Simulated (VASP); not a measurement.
Wanted: the native input for a VASP 6.6.1 run.

- Task: single point
- Functional: PBE
- Potentials or basis: VASP PAW PBE potentials, release 64 (Mg, S)
- Cutoff: 520 eV
- k mesh: 6 × 6 × 2
- Occupations: gaussian, width 0.02 eV
- Spin: no spin polarisation
- Dipole correction: no
- Further INCAR settings: ALGO = Normal; EDIFF = 1e-06; NBANDS = 26

The structure of MgS lies in POSCAR:

```
MgS
1.0
    3.9595977826      0.0000000000      0.0000000000
   -1.9797988913      3.4291122685      0.0000000000
    0.0000000000      0.0000000000     12.8029166637
Mg S
4 4
Direct
    0.0000000000      0.0000000000      0.0949313032
    0.0000000000      0.0000000000      0.5949313032
    0.3333333333      0.6666666667      0.3440266099
    0.6666666667      0.3333333333      0.8440266099
    0.0000000000      0.0000000000      0.4056889965
    0.0000000000      0.0000000000      0.9056889965
    0.3333333333      0.6666666667      0.1553530904
    0.6666666667      0.3333333333      0.6553530904
```

This cell differs from its parent crystal: volume scaled by 0.94, then relaxed in part.

These files were run (other wordings do the same):

INCAR

```
PREC = Accurate
ENCUT = 520
EDIFF = 1E-6
ISMEAR = 0
SIGMA = 0.02
LREAL = F
LASPH = T
NELM = 100
ALGO = Normal
ISIF = 2
LWAVE = F
LCHARG = F
GGA = PE
NBANDS = 26
```

KPOINTS

```
Automatic mesh
0
Gamma
  6 6 2
```

Potentials or basis: VASP PAW PBE potentials, release 64 (Mg, S).

Launch:

```sh
$ cat potpaw_PBE.64/Mg/POTCAR potpaw_PBE.64/S/POTCAR > POTCAR
$ mpirun -np 1 vasp_std > vasp.out
```

It gave:

The pressure is 3.7 GPa and the largest force is 0.006 eV/Å. The band gap on the k mesh is 3.67 eV, direct.

It took 56 s on 1 thread of Intel(R) Xeon(R) Platinum 8488C (Sapphire Rapids), with other jobs on the host, peak memory 0.29 GiB.
